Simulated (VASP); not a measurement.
YN: single point with PBE

The system is YN.

```
CELL_PARAMETERS angstrom
0.00000 2.48110 2.48110
2.48110 0.00000 2.48110
2.48110 2.48110 0.00000
ATOMIC_POSITIONS crystal
Y 0.00000 0.00000 0.00000
N 0.50000 0.50000 0.50000
```

```json
{
  "Program": "VASP 6.6.1",
  "Task": "single point",
  "Functional": "PBE",
  "Potentials or basis": "VASP PAW PBE potentials, release 64 (Y_sv, N)",
  "Cutoff": "600 eV",
  "k mesh": "6 × 6 × 6",
  "Occupations": "gaussian, width 0.01 eV",
  "Spin": "no spin polarisation"
}
```

```
Pressure               : -5.2 GPa
Band gap on the k mesh : 0.25 eV, indirect (least direct gap 0.67 eV)
```

Levels at points of the mesh, in eV from the valence-band top:
| k point | band 5 | band 6 | band 7 | band 8 | band 9 | band 10 | band 11 | band 12 |
| --- | --- | --- | --- | --- | --- | --- | --- | --- |
| (0.00, 0.00, 0.00) | -12.80 | 0.00 | 0.00 | 0.00 | 3.06 | 3.06 | 3.06 | 3.75 |
| (0.50, 0.00, 0.00) | -11.22 | -3.96 | -2.13 | -2.13 | 5.46 | 6.09 | 6.09 | 6.44 |
| (0.50, 0.50, 0.00) | -12.35 | -1.58 | -0.42 | -0.42 | 0.25 | 6.55 | 6.76 | 7.53 |

It used 36 s of CPU time on 1 thread of AMD EPYC 7R13 Processor (Zen 3), with other jobs on the host.

A k mesh can miss the band edges.
